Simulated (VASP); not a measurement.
# Hf (P-3m1) in VASP: a series of runs

The runs below take Hf through single point, with PBEsol.

Everything below comes from runs of VASP 6.6.1. Logs are shortened: lines on timing, memory, paths and dates and some standing lists are left out, and cuts for length are marked.

## (1) The cell of the first run

It takes space group P-3m1 (No. 164, trigonal). The conventional cell has a = 3.197 Å, b = 3.197 Å, c = 5.058 Å, α = 90.00°, β = 90.00°, γ = 120.00°. Within 3.7 Å of Hf (site symmetry 3m) lie 12 Hf at 2.67 to 3.63 Å.

## (2) Single point, PBEsol (atom 1 (Hf) moved by (+0.000, -0.600) A along [1 1 0] and z)

File INCAR:

```
SYSTEM = Hf
PREC = Accurate ; ENCUT = 520
EDIFF = 1E-6 ; ISMEAR = 0
SIGMA = 0.15 ; LREAL = .False.
LASPH = .True. ; NELM = 80
ALGO = Fast ; ISIF = 2
LWAVE = .False. ; LCHARG = .True.
GGA = PS ; LELF = .True.
LVHAR = .True. ; NBANDS = 17
```

File KPOINTS:

```
Automatic mesh
0
Gamma
  18 18 10
  0 0 0
```

File POSCAR:

```
Hf
1.0
    3.1966985242      0.0000000000      0.0000000000
   -1.5983492621      2.7684221302      0.0000000000
    0.0000000000      0.0000000000      5.0578000000
Hf
2
Direct
    0.3333333333      0.6666666667      0.1313713472
    0.6666666667      0.3333333333      0.7500000000
```

Potentials or basis: VASP PAW PBE potentials, release 64 (Hf_pv).

Launch:

```sh
$ cat potpaw_PBE.64/Hf_pv/POTCAR > POTCAR
$ mpirun -np 1 vasp_std > vasp.out
```

OUTCAR:

```text
SYSTEM = Hf
   PREC = Accurate
   ENCUT = 520
   EDIFF = 1E-6
   ISMEAR = 0
   LREAL = .False.
   LASPH = .True.
   NELM = 80
   ISIF = 2
   GGA = PS

 ion  position               nearest neighbor table
   1  0.333  0.667  0.131-   2 2.67   2 2.67   2 2.67   2 3.63   2 3.63   2 3.63
   2  0.667  0.333  0.750-   1 2.67   1 2.67   1 2.67   1 3.63   1 3.63   1 3.63

  LATTYP: Found a hexagonal cell.
 ALAT       =     3.1966985242
 C/A-ratio  =     1.5821948681

  Lattice vectors:

 A1 = (   3.1966985242,   0.0000000000,   0.0000000000)
 A2 = (  -1.5983492621,   2.7684221302,   0.0000000000)
 A3 = (   0.0000000000,   0.0000000000,   5.0578000000)

Analysis of symmetry for initial positions (statically):
=====================================================================
 Subroutine PRICEL returns:
 Original cell was already a primitive cell.

 Routine SETGRP: Setting up the symmetry group for a
 hexagonal supercell.

 Subroutine GETGRP returns: Found 12 space group operations
 (whereof  6 operations were pure point group operations)
 out of a pool of 24 trial point group operations.

The static configuration has the point symmetry C_3v.
 The point group associated with its full space group is D_3d.

Analysis of symmetry for dynamics (positions and initial velocities):
=====================================================================
 Subroutine PRICEL returns:
 Original cell was already a primitive cell.

 Routine SETGRP: Setting up the symmetry group for a
 hexagonal supercell.

 Subroutine GETGRP returns: Found 12 space group operations
 (whereof  6 operations were pure point group operations)
 out of a pool of 24 trial point group operations.

The dynamic configuration has the point symmetry C_3v.
 The point group associated with its full space group is D_3d.

 Subroutine INISYM returns: Found 12 space group operations
 (whereof  6 operations are pure point group operations),
 and found     1 'primitive' translations

----------------------------------------------------------------------------------------

                                     Primitive cell

  volume of cell :      44.7606

  direct lattice vectors                    reciprocal lattice vectors
     3.196698524  0.000000000  0.000000000     0.312822743  0.180608295  0.000000000
    -1.598349262  2.768422130  0.000000000     0.000000000  0.361216589  0.000000000
     0.000000000  0.000000000  5.057800000     0.000000000  0.000000000  0.197714421

  length of vectors
     3.196698524  3.196698524  5.057800000     0.361216589  0.361216589  0.197714421

  position of ions in fractional coordinates (direct lattice)
     0.333333333  0.666666667  0.131371347
     0.666666667  0.333333333  0.750000000

  ion indices of the primitive-cell ions
   primitive index   ion index
                 1           1
                 2           2

----------------------------------------------------------------------------------------

 KPOINTS: Automatic mesh

Automatic generation of k-mesh.
 Grid dimensions read from file:
 generate k-points for:   18   18   10

 Generating k-lattice:

  Cartesian coordinates                     Fractional coordinates (reciprocal lattice)
     0.017379041  0.010033794  0.000000000     0.055555556  0.000000000  0.000000000
     0.000000000  0.020067588  0.000000000     0.000000000  0.055555556  0.000000000
     0.000000000  0.000000000  0.019771442     0.000000000  0.000000000  0.100000000

  Length of vectors
     0.020067588  0.020067588  0.019771442

  Shift w.r.t. Gamma in fractional coordinates (k-lattice)
     0.000000000  0.000000000  0.000000000

 Subroutine IBZKPT returns following result:
 ===========================================

 Found    330 irreducible k-points:

 Following reciprocal coordinates:
            Coordinates               Weight
  0.000000  0.000000  0.000000      1.000000
  0.055556  0.000000  0.000000      6.000000
  0.111111  0.000000  0.000000      6.000000
  0.166667  0.000000  0.000000      6.000000
  0.222222 -0.000000  0.000000      6.000000
  0.277778 -0.000000  0.000000      6.000000
[... 16 lines left out ...]
  0.333333  0.111111  0.000000     12.000000
  0.388889  0.111111  0.000000     12.000000
 [... further k-points ...]
   k-points           NKPTS =    330   k-points in BZ     NKDIM =    330   number of bands    NBANDS=     17
   number of dos      NEDOS =    301   number of ions     NIONS =      2
   total plane-waves  NPLWV =  23040
   dimension x,y,z NGX =    24 NGY =   24 NGZ =   40
   dimension x,y,z NGXF=    48 NGYF=   48 NGZF=   80
   ions per type =               2
   NGX,Y,Z   is equivalent  to a cutoff of  12.48, 12.48, 13.15 a.u.
   NGXF,Y,Z  is equivalent  to a cutoff of  24.96, 24.96, 26.30 a.u.
 SYSTEM =  Hf
   PREC   = accura    normal or accurate (medium, high low for compatibility)
   ISTART =      0    job   : 0-new  1-cont  2-samecut
   ICHARG =      2    charge: 1-file 2-atom 10-const
   ISPIN  =      1    spin polarized calculation?
   LNONCOLLINEAR =      F non collinear calculations
   LSORBIT =      F    spin-orbit coupling
   LASPH  =      T    aspherical Exc in radial PAW
   ENCUT  =  520.0 eV  38.22 Ry    6.18 a.u.   5.94  5.94  9.40*2*pi/ulx,y,z
   NELM   =     80;   NELMIN=  2; NELMDL= -5     # of ELM steps
   EDIFF  = 0.1E-05   stopping-criterion for ELM
   LREAL  =      F    real-space projection
   EDIFFG = 0.1E-04   stopping-criterion for IOM
   NSW    =      0    number of steps for IOM
   IBRION =     -1    ionic relax: 0-MD 1-quasi-New 2-CG
   NFREE  =      0    steps in history (QN), initial steepest desc. (CG)
   ISIF   =      2    stress and relaxation
   ISYM   =      2    0-nonsym 1-usesym 2-fastsym
   POTIM  = 0.5000    time-step for ionic-motion
   TEBEG  =    0.0;   TEEND  =   0.0 temperature during run
   PSTRESS=    0.0 pullay stress
   NELECT =      20.0000    total number of electrons
   NUPDOWN=      -1.0000    fix difference up-down
   EMIN   =  10.00;   EMAX   =-10.00  energy-range for DOS
   EFERMI =   0.00;   METHOD = LEGACY
   ISMEAR =     0;   SIGMA  =   0.15  broadening in eV -4-tet -1-fermi 0-gaus
   EFERMI_NEDOS =   21; number of points for ismear=-14 and -15
   IALGO  =     68    algorithm
   IMIX   =      4    mixing-type and parameters
     AMIX     =   0.40;   BMIX     =  1.00
     AMIX_MAG =   1.60;   BMIX_MAG =  1.00
  volume/ion in A,a.u.               =      22.38       151.03
  Fermi-wavevector in a.u.,A,eV,Ry     =   1.251564  2.365112 21.312324  1.566412
  Thomas-Fermi vector in A             =   2.385505
   LORBIT       =      0    0 simple, 1 ext, 2 COOP (PROOUT), +10 PAW based schemes
   GGA     = PS    functional components
   LHFCALC =     F    Hartree Fock is set to
   AEXX    =    0.0000 exact exchange contribution
   IVDW    =     0    specifies the selected vdW correction
   LEPSILON=     F    determine dielectric tensor
   LRPA    =     F    only Hartree local field effects (RPA)
 non-spin polarized calculation
 RMM-DIIS sequential band-by-band and
 Gauss-broadening in eV      SIGMA  =   0.15
  energy-cutoff  :      520.00
  volume of cell :       44.76
 maximum number of plane-waves:      1236
   NGX = 11   NGY = 11   NGZ = 19

 number of electron      20.0000004 magnetization

 Free energy of the ion-electron system (eV)
  ---------------------------------------------------
  ext. energy  EPLUGINS =         0.00000000
  ---------------------------------------------------
  free energy    TOTEN  =       -19.79475225 eV

  energy without entropy =      -19.77732378  energy(sigma->0) =      -19.78603802

 E-fermi :   4.5455     XC(G=0): -11.2413

 val. band max:        4.5444287501   @ k =   0.5000   0.0000   0.5000
 cond. band min:       4.5500774938   @ k =   0.3333   0.2222   0.3000
 fundamental gap:      0.0056487437
 Fermi energy:         4.5455200222

 k-point     1 :       0.0000    0.0000    0.0000
  band No.  band energies     occupation
      1     -26.5664      2.00000
      2     -25.6471      2.00000
      3     -25.6471      2.00000
      4     -25.2139      2.00000
      5     -25.2139      2.00000
      6     -25.1505      2.00000
[... 9 lines left out ...]
     16       8.8834      0.00000
     17      10.9827      0.00000

 k-point     2 :       0.0556    0.0000    0.0000
  band No.  band energies     occupation
      1     -26.5612      2.00000
      2     -25.6800      2.00000
      3     -25.6557      2.00000
      4     -25.2278      2.00000
      5     -25.2136      2.00000
      6     -25.1412      2.00000
[... 9 lines left out ...]
     16       8.6942      0.00000
     17      11.0699      0.00000

 k-point     3 :       0.1111    0.0000    0.0000
  band No.  band energies     occupation
      1     -26.5469      2.00000
      2     -25.7666      2.00000
      3     -25.6801      2.00000
      4     -25.2672      2.00000
      5     -25.2134      2.00000
      6     -25.1222      2.00000
[... 9 lines left out ...]
     16       8.5060      0.00000
     17      11.3490      0.00000

 k-point     4 :       0.1667    0.0000    0.0000
  band No.  band energies     occupation
      1     -26.5266      2.00000
      2     -25.8848      2.00000
      3     -25.7160      2.00000
      4     -25.3226      2.00000
      5     -25.2144      2.00000
      6     -25.1088      2.00000
[... 9 lines left out ...]
     16       8.5366      0.00000
     17      11.6263      0.00000

 k-point     5 :       0.2222   -0.0000    0.0000
  band No.  band energies     occupation
      1     -26.5055      2.00000
      2     -26.0162      2.00000
      3     -25.7582      2.00000
      4     -25.3800      2.00000
      5     -25.2172      2.00000
      6     -25.1102      2.00000
[... 9 lines left out ...]
     16       8.7528      0.00000
     17      11.7965      0.00000

 k-point     6 :       0.2778   -0.0000    0.0000
  band No.  band energies     occupation
      1     -26.4891      2.00000
      2     -26.1457      2.00000
      3     -25.8012      2.00000
      4     -25.4247      2.00000
      5     -25.2218      2.00000
      6     -25.1288      2.00000
[... 9 lines left out ...]
     16       9.1726      0.00000
     17      11.8796      0.00000

 k-point     7 :       0.3333    0.0000    0.0000
  band No.  band energies     occupation
      1     -26.4811      2.00000
      2     -26.2610      2.00000
      3     -25.8403      2.00000
      4     -25.4461      2.00000
      5     -25.2274      2.00000
      6     -25.1631      2.00000
[... 9 lines left out ...]
     16       9.7523      0.00000
     17      11.9592      0.00000

 k-point     8 :       0.3889   -0.0000    0.0000
  band No.  band energies     occupation
      1     -26.4808      2.00000
      2     -26.3519      2.00000
      3     -25.8712      2.00000
      4     -25.4411      2.00000
      5     -25.2327      2.00000
      6     -25.2084      2.00000
[... 9 lines left out ...]
     16      10.3790      0.00000
     17      11.8907      0.00000
[... 203 lines left out ...]
      1     -26.5162      2.00000
      2     -25.9289      2.00000
      3     -25.7608      2.00000
      4     -25.3271      2.00000
      5     -25.2312      2.00000
      6     -25.1062      2.00000
[... 9 lines left out ...]
     16       8.8733      0.00000
     17      11.2762      0.00000

 k-point    20 :       0.1667    0.1111    0.0000
  band No.  band energies     occupation
      1     -26.4974      2.00000
      2     -26.0360      2.00000
      3     -25.8200      2.00000
      4     -25.3623      2.00000
      5     -25.2430      2.00000
      6     -25.1120      2.00000
[... 9 lines left out ...]
     16       9.0508      0.00000
     17      11.3616      0.00000

 k-point    21 :       0.2222    0.1111    0.0000
  band No.  band energies     occupation
      1     -26.4825      2.00000
      2     -26.1468      2.00000
      3     -25.8740      2.00000
      4     -25.3936      2.00000
      5     -25.2537      2.00000
      6     -25.1308      2.00000
[... 9 lines left out ...]
     16       9.4560      0.00000
     17      11.4313      0.00000

 k-point    22 :       0.2778    0.1111    0.0000
  band No.  band energies     occupation
      1     -26.4737      2.00000
      2     -26.2496      2.00000
      3     -25.9165      2.00000
      4     -25.4126      2.00000
      5     -25.2633      2.00000
      6     -25.1612      2.00000
[... 9 lines left out ...]
     16      10.0875      0.00000
     17      11.4362      0.00000

 k-point    23 :       0.3333    0.1111    0.0000
  band No.  band energies     occupation
      1     -26.4695      2.00000
      2     -26.3340      2.00000
      3     -25.9464      2.00000
      4     -25.4149      2.00000
      5     -25.2706      2.00000
      6     -25.1989      2.00000
[... 9 lines left out ...]
     16      10.7107      0.00000
     17      11.4263      0.00000

 k-point    24 :       0.3889    0.1111    0.0000
  band No.  band energies     occupation
      1     -26.4654      2.00000
      2     -26.3924      2.00000
      3     -25.9642      2.00000
      4     -25.4052      2.00000
      5     -25.2726      2.00000
      6     -25.2366      2.00000
[... 9 lines left out ...]
     16      10.8180      0.00000
     17      11.6155      0.00000

 [... further k-points ...]
[... 5 lines left out ...]
  --------------------------------------------------------------------------------------
  -------------------------------------------------------------------------------------
  Total        1.5326233      1.5326233      6.1464778      0.0000000     -0.0000000      0.0000000
  in kB       54.8593115     54.8593115    220.0094086      0.0000000     -0.0000000      0.0000000
  external PRESSURE =     109.9093439 kB  Pullay stress =       0.0000000 kB

 VOLUME and BASIS-vectors are now :
 -----------------------------------------------------------------------------
  energy-cutoff  :      520.00
  volume of cell :       44.76
      direct lattice vectors                 reciprocal lattice vectors
     3.196698524  0.000000000  0.000000000     0.312822743  0.180608295  0.000000000
    -1.598349262  2.768422130  0.000000000     0.000000000  0.361216589  0.000000000
     0.000000000  0.000000000  5.057800000     0.000000000  0.000000000  0.197714421

 POSITION                                       TOTAL-FORCE (eV/Angst)
 -----------------------------------------------------------------------------------
     -0.00000      1.84561      0.66445         0.000000     -0.000000      5.224829
      1.59835      0.92281      3.79335         0.000000      0.000000     -5.224829
 -----------------------------------------------------------------------------------
    total drift:                               -0.000000      0.000000      0.000001

  FREE ENERGIE OF THE ION-ELECTRON SYSTEM (eV)
  ---------------------------------------------------
  free  energy   TOTEN  =       -19.7947522491 eV

  energy  without entropy=      -19.7773237829  energy(sigma->0) =      -19.78603802
```

Run time: 2.6 min. Hardware: 1 thread of Intel Xeon Platinum 8259CL at 2.50GHz (Skylake/Cascade Lake), shared host; peak memory 0.32 GiB.

Results:

- Free energy: -19.7948 eV
- Pressure: 11.0 GPa
- Largest force: 5.225 eV/Å
- Band gap on the k mesh: zero (bands 10 and 11 overlap by 0.90 eV)

Forces on the atoms (eV/Å):
```
Hf   0.000  0.000  5.225
Hf   0.000  0.000 -5.225
```

Caveat: the cell differs from its parent crystal (atom 1 (Hf) moved by (+0.000, -0.600) A along [1 1 0] and z); the cell stands under pressure; the PAW data sets were made with another functional, which shifts forces and pressure a little; spin-orbit coupling is left out, which moves the levels of the heavy elements.

## (3) Single point, PBEsol (atom 1 (Hf) moved by (+0.000, -0.300) A along [1 1 0] and z)

File INCAR:

```
SYSTEM = Hf
PREC = Accurate
ENCUT = 520
EDIFF = 1E-6
ISMEAR = 0
SIGMA = 0.15
LREAL = .False.
LASPH = .True.
NELM = 100
ALGO = Fast
ISIF = 2
LWAVE = .False.
LCHARG = .False.
GGA = PS
NBANDS = 17
```

File KPOINTS:

```
regular mesh
0
Gamma
  18 18 10
  0 0 0
```

POSCAR: that of step 2 with these lines changed.

```diff
@@ -8,3 +8,3 @@
 Direct
-    0.3333333333      0.6666666667      0.1313713472
+    0.3333333333      0.6666666667      0.1906856736
     0.6666666667      0.3333333333      0.7500000000
```

Potentials or basis: VASP PAW PBE potentials, release 64 (Hf_pv).

Launch:

```sh
$ cat potpaw_PBE.64/Hf_pv/POTCAR > POTCAR
$ mpirun -np 1 vasp_std > vasp.out
```

It took 3 min on 1 thread of Intel Xeon Platinum 8259CL at 2.50GHz (Skylake/Cascade Lake), shared host; peak memory 0.32 GiB.

It converged, with:

```yaml
Free_energy: -20.7848 eV
Pressure: -0.3 GPa
Largest_force: 1.702 eV/Å
Band_gap_on_the_k_mesh: zero (bands 10 and 11 overlap by 1.37 eV)
```

Forces in eV/Å, atoms in the order of the input:
```
Hf   0.000  0.000  1.702
Hf   0.000  0.000 -1.702
```

Stress tensor (GPa, compression positive):
```
-1.81  0.00  0.00
 0.00 -1.81  0.00
 0.00  0.00  2.81
```

Levels at points of the mesh, in eV from the Fermi level:
| k point | band 6 | band 7 | band 8 | band 9 | band 10 | band 11 | band 12 | band 13 | band 14 | band 15 |
| --- | --- | --- | --- | --- | --- | --- | --- | --- | --- | --- |
| (0.00, 0.00, 0.00) | -30.11 | -7.37 | -3.80 | 0.24 | 0.93 | 0.93 | 1.44 | 1.44 | 2.31 | 3.05 |
| (0.50, 0.00, 0.00) | -30.20 | -3.36 | -3.02 | -2.09 | -0.76 | 0.61 | 0.76 | 2.02 | 5.77 | 6.16 |
| (0.00, 0.00, 0.50) | -30.15 | -5.68 | -5.12 | -0.97 | 0.78 | 0.78 | 0.90 | 0.90 | 1.55 | 4.48 |
| (0.50, 0.00, 0.50) | -30.25 | -3.52 | -3.36 | -1.46 | -0.56 | 1.12 | 1.56 | 1.74 | 3.46 | 4.98 |

Caveat: the cell differs from its parent crystal (atom 1 (Hf) moved by (+0.000, -0.300) A along [1 1 0] and z); the PAW data sets were made with another functional, which shifts forces and pressure a little; spin-orbit coupling is left out, which moves the levels of the heavy elements.
